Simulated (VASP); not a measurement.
# VO2 (P4_2/mnm) in VASP: notebook, part 2 of 3

VASP 6.6.1. The steps go on from the part before.

## 4. Single point, BLYP, collinear spin, ferromagnetic start

This run uses another cell than the first one, of 10.93 Å³/atom.

The input, INCAR:

```
SYSTEM = VO2
  PREC = Accurate
  ENCUT = 600
  EDIFF = 1E-6
  ISMEAR = -1
  SIGMA = 0.05
  LREAL = .FALSE.
  LASPH = .TRUE.
  NELM = 200
  ALGO = Normal
  ISIF = 2
  LWAVE = .FALSE.
  LCHARG = .FALSE.
  ISPIN = 2
  MAGMOM = 2 2 0 0 0 0
  LORBIT = 11
  LMAXMIX = 4
  GGA = B5
  ALDAX = 1.0
  AGGAX = 1.0
  AGGAC = 1.0
  ALDAC = 0.0
  NBANDS = 38
  GGA_COMPAT = .FALSE.
```

The input, KPOINTS:

```
regular mesh
0
G
  6 6 9
  0 0 0
```

The input, POSCAR:

```
VO2
1.0
    4.5956009987      0.0000000000      0.0000000000
    0.0000000000      4.5956009987      0.0000000000
    0.0000000000      0.0000000000      3.1041602572
V O
2 4
Direct
    0.5000000000      0.5000000000      0.5000000000
    0.0000000000      0.0000000000      0.0000000000
    0.2003580000      0.7996420000      0.5000000000
    0.7996420000      0.2003580000      0.5000000000
    0.7003580000      0.7003580000      0.0000000000
    0.2996420000      0.2996420000      0.0000000000
```

Potentials or basis: VASP PAW PBE potentials, release 64 (V_sv, O).

Command:

```sh
cat potpaw_PBE.64/V_sv/POTCAR potpaw_PBE.64/O/POTCAR > POTCAR
mpirun -np 1 vasp_std > vasp.out
```

OUTCAR:

```text
SYSTEM = VO2
   PREC = Accurate
   ENCUT = 600
   EDIFF = 1E-6
   ISMEAR = -1
   LREAL = .FALSE.
   LASPH = .TRUE.
   NELM = 200
   ISIF = 2
   ISPIN = 2
   LORBIT = 11
   GGA = B5

 ion  position               nearest neighbor table
   1  0.500  0.500  0.500-   3 1.95   4 1.95   5 2.03   6 2.03   5 2.03   6 2.03
   2  0.000  0.000  0.000-   5 1.95   6 1.95   3 2.03   4 2.03   3 2.03   4 2.03
   3  0.200  0.800  0.500-   1 1.95   2 2.03   2 2.03
   4  0.800  0.200  0.500-   1 1.95   2 2.03   2 2.03
   5  0.700  0.700  0.000-   2 1.95   1 2.03   1 2.03
   6  0.300  0.300  0.000-   2 1.95   1 2.03   1 2.03

  LATTYP: Found a simple tetragonal cell.
 ALAT       =     4.5956009987
 C/A-ratio  =     0.6754633960

  Lattice vectors:

 A1 = (   4.5956009987,   0.0000000000,   0.0000000000)
 A2 = (   0.0000000000,   4.5956009987,   0.0000000000)
 A3 = (   0.0000000000,   0.0000000000,   3.1041602572)

Analysis of symmetry for initial positions (statically):
=====================================================================
 Subroutine PRICEL returns:
 Original cell was already a primitive cell.

 Routine SETGRP: Setting up the symmetry group for a
 simple tetragonal supercell.

 Subroutine GETGRP returns: Found 16 space group operations
 (whereof  8 operations were pure point group operations)
 out of a pool of 16 trial point group operations.

The static configuration has the point symmetry D_2h.
 The point group associated with its full space group is D_4h.

Analysis of symmetry for dynamics (positions and initial velocities):
=====================================================================
 Subroutine PRICEL returns:
 Original cell was already a primitive cell.

 Routine SETGRP: Setting up the symmetry group for a
 simple tetragonal supercell.

 Subroutine GETGRP returns: Found 16 space group operations
 (whereof  8 operations were pure point group operations)
 out of a pool of 16 trial point group operations.

[... 179 lines left out ...]
 spin component 1

 k-point     1 :       0.0000    0.0000    0.0000
  band No.  band energies     occupation
      1     -60.5820      1.00000
      2     -60.5758      1.00000
      3     -34.5362      1.00000
      4     -34.5362      1.00000
      5     -34.4922      1.00000
      6     -34.4766      1.00000
[... 949 lines left out ...]
     36      14.9829      0.00000
     37      18.0742      0.00000

 [... further k-points ...]

 spin component 2

 k-point     1 :       0.0000    0.0000    0.0000
  band No.  band energies     occupation
      1     -59.4172      1.00000
      2     -59.4105      1.00000
      3     -33.5598      1.00000
      4     -33.5598      1.00000
      5     -33.3020      1.00000
      6     -33.2847      1.00000
[... 949 lines left out ...]
     36      15.0558      0.00000
     37      18.3199      0.00000

 [... further k-points ...]

 [bands above 37 left out]

------------------------ aborting loop because EDIFF is reached ----------------------------------------

  FORCE on cell =-STRESS in cart. coord.  units (eV):
  Direction    XX          YY          ZZ          XY          YZ          ZX
  --------------------------------------------------------------------------------------
  -------------------------------------------------------------------------------------
  Total       -3.4340110     -3.4340110     -9.2422972     -0.0000000      0.0000000      0.0000000
  in kB      -83.9234832    -83.9234832   -225.8716623     -0.0000000      0.0000000      0.0000000
  external PRESSURE =    -131.2395429 kB  Pullay stress =       0.0000000 kB

 VOLUME and BASIS-vectors are now :
 -----------------------------------------------------------------------------
  energy-cutoff  :      600.00
  volume of cell :       65.56
      direct lattice vectors                 reciprocal lattice vectors
     4.595600999  0.000000000  0.000000000     0.217599396  0.000000000  0.000000000
     0.000000000  4.595600999  0.000000000     0.000000000  0.217599396  0.000000000
     0.000000000  0.000000000  3.104160257     0.000000000  0.000000000  0.322148316

 POSITION                                       TOTAL-FORCE (eV/Angst)
 -----------------------------------------------------------------------------------
      2.29780      2.29780      1.55208        -0.000000      0.000000      0.000000
      0.00000      0.00000      0.00000        -0.000000      0.000000      0.000000
      0.92077      3.67484      1.55208        -0.157355      0.157355      0.000000
      3.67484      0.92077      1.55208         0.157355     -0.157355      0.000000
      3.21857      3.21857      0.00000        -0.157355     -0.157355      0.000000
      1.37704      1.37704      0.00000         0.157355      0.157355      0.000000
 -----------------------------------------------------------------------------------
    total drift:                                0.000000     -0.000000     -0.000000

  FREE ENERGIE OF THE ION-ELECTRON SYSTEM (eV)
  ---------------------------------------------------
  free  energy   TOTEN  =       -49.2426599419 eV

  energy  without entropy=      -49.1904214551  energy(sigma->0) =      -49.21654070

 total charge

# of ion       s       p       d       tot
------------------------------------------
    1        2.244   6.257   2.778  11.279
    2        2.244   6.257   2.778  11.279
    3        1.558   3.437   0.000   4.995
    4        1.558   3.437   0.000   4.995
    5        1.558   3.437   0.000   4.995
    6        1.558   3.437   0.000   4.995
--------------------------------------------------
tot         10.722  26.262   5.555  42.539

 magnetization (x)

# of ion       s       p       d       tot
------------------------------------------
    1        0.012   0.009   1.075   1.096
    2        0.012   0.009   1.075   1.096
    3       -0.002  -0.070   0.000  -0.071
    4       -0.002  -0.070   0.000  -0.071
    5       -0.002  -0.070   0.000  -0.071
    6       -0.002  -0.070   0.000  -0.071
--------------------------------------------------
tot          0.019  -0.261   2.150   1.907
```

It took 5 min on 1 thread of AMD EPYC 9R14 (Zen 4), shared host; peak memory 0.34 GiB.

What came out:

| Quantity | Value |
| --- | --- |
| Free energy | -49.2427 eV |
| Pressure | -13.1 GPa |
| Largest force | 0.223 eV/Å |
| Band gap on the k mesh | zero (filled and empty bands overlap) |
| Net moment | 2.00 μB per cell |
| Site moments | V +1.10; O -0.07 μB |
| Valence electrons inside the program's atomic spheres | V 11.28; O 5.00 |

Forces on the atoms (eV/Å):
```
V    0.000  0.000  0.000
V    0.000  0.000  0.000
O   -0.157  0.157  0.000
O    0.157 -0.157  0.000
O   -0.157 -0.157  0.000
O    0.157  0.157  0.000
```

Stress tensor (GPa, compression positive):
```
 -8.39   0.00   0.00
  0.00  -8.39   0.00
  0.00   0.00 -22.59
```

Caveat: the stress differs along the axes, from -23 to -8 GPa; the PAW data sets were made with another functional, which shifts forces and pressure a little; semilocal functionals often make such compounds metallic where correlation or magnetic order opens a gap, which also shifts bond lengths. With open d or f shells a metallic result of BLYP can be an artefact of self-interaction; +U or a hybrid may open a gap.

## 5. Single point, PBEsol+D3(BJ), collinear spin, ferromagnetic start

This run uses another cell than the first one, of 9.90 Å³/atom.

The input, INCAR:

```
PREC = Accurate
ENCUT = 600
EDIFF = 1E-6
ISMEAR = -1
SIGMA = 0.05
LREAL = F
LASPH = T
NELM = 200
ALGO = Normal
ISIF = 2
LWAVE = F
LCHARG = F
ISPIN = 2
MAGMOM = 2 2 0 0 0 0
LORBIT = 11
LMAXMIX = 4
GGA = PS
IVDW = 12
NBANDS = 38
GGA_COMPAT = F
```

The input, KPOINTS:

```
regular mesh
0
Gamma
  6 6 9
```

POSCAR: that of step 4 with these lines changed.

```diff
@@ -2,5 +2,5 @@
 1.0
-    4.5956009987      0.0000000000      0.0000000000
-    0.0000000000      4.5956009987      0.0000000000
-    0.0000000000      0.0000000000      3.1041602572
+    4.4462864423      0.0000000000      0.0000000000
+    0.0000000000      4.4462864423      0.0000000000
+    0.0000000000      0.0000000000      3.0033037399
 V O
```

Potentials or basis: VASP PAW PBE potentials, release 64 (V_sv, O).

Command:

```sh
cat potpaw_PBE.64/V_sv/POTCAR potpaw_PBE.64/O/POTCAR > POTCAR
mpirun -np 1 vasp_std > vasp.out
```

OUTCAR:

```text
PREC = Accurate
   ENCUT = 600
   EDIFF = 1E-6
   ISMEAR = -1
   LREAL = F
   LASPH = T
   NELM = 200
   ISIF = 2
   ISPIN = 2
   LORBIT = 11
   GGA = PS
   IVDW = 12
 IVDW          = 12

 ion  position               nearest neighbor table
   1  0.500  0.500  0.500-   3 1.88   4 1.88   5 1.96   6 1.96   5 1.96   6 1.96
   2  0.000  0.000  0.000-   5 1.88   6 1.88   3 1.96   4 1.96   3 1.96   4 1.96
   3  0.200  0.800  0.500-   1 1.88   2 1.96   2 1.96
   4  0.800  0.200  0.500-   1 1.88   2 1.96   2 1.96
   5  0.700  0.700  0.000-   2 1.88   1 1.96   1 1.96
[... 2172 lines left out ...]
 -----------------------------------------------------------------------------------
      2.22314      2.22314      1.50165         0.000000     -0.000000      0.000000
      0.00000      0.00000      0.00000         0.000000     -0.000000      0.000000
      0.89085      3.55544      1.50165        -0.190969      0.190969      0.000000
      3.55544      0.89085      1.50165         0.190969     -0.190969      0.000000
      3.11399      3.11399      0.00000        -0.190969     -0.190969      0.000000
      1.33229      1.33229      0.00000         0.190969      0.190969      0.000000
 -----------------------------------------------------------------------------------
    total drift:                                0.000000      0.000000      0.000000

  FREE ENERGIE OF THE ION-ELECTRON SYSTEM (eV)
  ---------------------------------------------------
  free  energy   TOTEN  =       -55.5749787160 eV

  energy  without entropy=      -55.5365540010  energy(sigma->0) =      -55.55576636

 total charge

# of ion       s       p       d       tot
------------------------------------------
    1        2.284   6.332   2.893  11.509
    2        2.284   6.332   2.893  11.509
    3        1.563   3.457   0.000   5.020
    4        1.563   3.457   0.000   5.020
    5        1.563   3.457   0.000   5.020
    6        1.563   3.457   0.000   5.020
--------------------------------------------------
tot         10.822  26.491   5.786  43.099

 magnetization (x)

# of ion       s       p       d       tot
------------------------------------------
    1        0.015   0.012   1.030   1.057
    2        0.015   0.012   1.030   1.057
    3       -0.002  -0.056   0.000  -0.058
    4       -0.002  -0.056   0.000  -0.058
    5       -0.002  -0.056   0.000  -0.058
    6       -0.002  -0.056   0.000  -0.058
--------------------------------------------------
tot          0.022  -0.199   2.060   1.884
```

OSZICAR:

```text
N       E                     dE             d eps       ncg     rms          rms(c)
DAV:   1     0.655488141643E+03    0.65549E+03   -0.29448E+04  7608   0.160E+03
DAV:   2    -0.179347770585E+02   -0.67342E+03   -0.62799E+03  7978   0.484E+02
DAV:   3    -0.695408914156E+02   -0.51606E+02   -0.50787E+02  8572   0.144E+02
DAV:   4    -0.702744895616E+02   -0.73360E+00   -0.73227E+00  8614   0.181E+01
DAV:   5    -0.702804319913E+02   -0.59424E-02   -0.59417E-02  8394   0.174E+00    0.484E+01
DAV:   6    -0.579807596703E+02    0.12300E+02   -0.53169E+01  8878   0.720E+01    0.241E+01
DAV:   7    -0.566120063742E+02    0.13688E+01   -0.34825E+01  7818   0.592E+01    0.222E+01
DAV:   8    -0.545999613044E+02    0.20120E+01   -0.28636E+00  8170   0.167E+01    0.700E+00
DAV:   9    -0.543830312191E+02    0.21693E+00   -0.44771E-01  9310   0.715E+00    0.164E+00
DAV:  10    -0.543788815827E+02    0.41496E-02   -0.84978E-02  8290   0.237E+00    0.125E+00
DAV:  11    -0.543810285835E+02   -0.21470E-02   -0.15122E-02  8678   0.722E-01    0.695E-01
DAV:  12    -0.543780607828E+02    0.29678E-02   -0.37051E-03  8138   0.681E-01    0.199E-01
DAV:  13    -0.543778155470E+02    0.24524E-03   -0.53458E-04  8592   0.177E-01    0.150E-01
DAV:  14    -0.543776229681E+02    0.19258E-03   -0.39088E-04  8126   0.239E-01    0.517E-02
DAV:  15    -0.543776254408E+02   -0.24728E-05   -0.42537E-05  8488   0.521E-02    0.399E-02
DAV:  16    -0.543776100161E+02    0.15425E-04   -0.26044E-05  9474   0.421E-02    0.902E-03
DAV:  17    -0.543776105783E+02   -0.56219E-06   -0.19495E-06  6452   0.101E-02
   1 F= -.55574979E+02 E0= -.55555766E+02  d E =-.384247E-01  mag=     1.9999
```

It took 89 s on 1 thread of Intel Xeon 6975P-C (Granite Rapids), shared host; peak memory 0.33 GiB.

What came out:

```yaml
Free_energy: -55.5750 eV
Pressure: -10.8 GPa
Largest_force: 0.270 eV/Å
Band_gap_on_the_k_mesh: zero (filled and empty bands overlap)
Net_moment: 2.00 μB per cell
Site_moments: V +1.06; O -0.06 μB
Valence_electrons_inside_the_program's_atomic_spheres: V 11.51; O 5.02
Dispersion_energy_per_atom: -0.200 eV
```

Forces in eV/Å, atoms in the order of the input:
```
V    0.000  0.000  0.000
V    0.000  0.000  0.000
O   -0.191  0.191  0.000
O    0.191 -0.191  0.000
O   -0.191 -0.191  0.000
O    0.191  0.191  0.000
```

Caveat: the stress differs along the axes, from -24 to -4 GPa; the PAW data sets were made with another functional, which shifts forces and pressure a little; semilocal functionals often make such compounds metallic where correlation or magnetic order opens a gap, which also shifts bond lengths. With open d or f shells a metallic result of PBEsol can be an artefact of self-interaction; +U or a hybrid may open a gap.

[end of part 2 of 3]
